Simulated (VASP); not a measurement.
Co2HgSe2:

```
Hg Se Co
1.0
     0.00000    3.74405    0.00000
     3.74405    0.00000    0.00000
     1.87203    1.87203   -6.56685
Hg Se Co
1 2 2
Direct
  0.00000 0.00000 0.00000
  0.35370 0.35370 0.29260
  0.64630 0.64630 0.70740
  0.75000 0.25000 0.50000
  0.25000 0.75000 0.50000
```

```yaml
Program: VASP 6.6.1
Task: relaxation of cell and atoms
Functional: PBE
Potentials_or_basis: VASP PAW PBE potentials, release 64 (Hg, Se, Co)
Cutoff: 600 eV
k_mesh: 5 × 5 × 5
Occupations: fermi-dirac, width 0.0167 eV
Spin: no spin polarisation
```

At the start: pressure 3.4 GPa; volume 18.41 Å³/atom.

Problem. How do energy, volume and symmetry change on relaxing?

Solution. Over 17 steps the energy falls by 97.4 meV/atom and the volume is 22.87 Å³/atom (+24.2 %); space group I4/mmm (No. 139, to 0.1 Å) before and after.

Step by step:
```csv
step,energy change (eV),largest force (eV/Å),pressure (GPa),volume (Å³)
1,0.0000,0.1342,3.38,92.05
2,-0.0954,0.7520,-1.40,97.30
3,-0.0969,0.8650,-2.12,98.27
4,-0.1806,0.8066,-1.94,99.23
5,-0.3636,0.5289,-0.89,101.81
6,-0.3932,0.2442,3.83,105.59
7,-0.4436,0.0325,1.71,104.25
8,-0.4617,0.4722,-0.59,109.52
9,-0.4625,0.4002,-0.25,108.62
10,-0.4800,0.1970,-0.18,111.08
11,-0.4852,0.0158,-0.03,113.42
12,-0.4853,0.0074,-0.05,113.32
13,-0.4860,0.0266,0.03,113.52
14,-0.4863,0.0747,0.33,114.02
15,-0.4864,0.0613,0.24,113.87
16,-0.4868,0.0156,0.08,114.25
17,-0.4868,0.0060,0.06,114.33
```

Final structure:
```
Hg Se Co
1.0
     0.00000    3.63632    0.00000
     3.63632    0.00000    0.00000
     1.81816    1.81816   -8.64609
Hg Se Co
1 2 2
Direct
  0.00000 0.00000 0.00000
  0.33266 0.33266 0.33469
  0.66734 0.66734 0.66531
  0.75000 0.25000 0.50000
  0.25000 0.75000 0.50000
```

Caveat: the volume moved by over 15 % at a fixed basis, so the end points are rough; the run has no spin polarisation, though such a crystal can be magnetic.
